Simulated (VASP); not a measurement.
A run of VASP 6.6.1:

INCAR

```
SYSTEM = AlN
PREC = Accurate ; ENCUT = 520
EDIFF = 1E-7 ; ISMEAR = -1
SIGMA = 0.02 ; LREAL = .FALSE.
LASPH = .TRUE. ; NELM = 100
ALGO = Normal ; ISIF = 2
LWAVE = .FALSE. ; LCHARG = .FALSE.
GGA = PE ; NBANDS = 11
```

KPOINTS

```
regular mesh
0
G
  10 10 10
  0 0 0
```

Contents of POSCAR:

```
AlN
1.0
    0.0000000000      2.0188685302      2.0188685302
    2.0188685302      0.0000000000      2.0188685302
    2.0188685302      2.0188685302      0.0000000000
Al N
1 1
Direct
    0.0000000000      0.0000000000      0.0000000000
    0.5000000000      0.5000000000      0.5000000000
```

Potentials or basis: VASP PAW PBE potentials, release 64 (Al, N).

Launch:

```sh
$ cat potpaw_PBE.64/Al/POTCAR potpaw_PBE.64/N/POTCAR > POTCAR
$ mpirun -np 1 vasp_std > vasp.out
```

Hardware: 1 thread of AMD EPYC 7R13 Processor (Zen 3), with other jobs on the host.

How long does it take, and how much memory?

Wall time 12 s on 1 thread of AMD EPYC 7R13 Processor (Zen 3) (shared host), peak memory 0.1 GiB. Counts: scf iterations 13, k points 47.
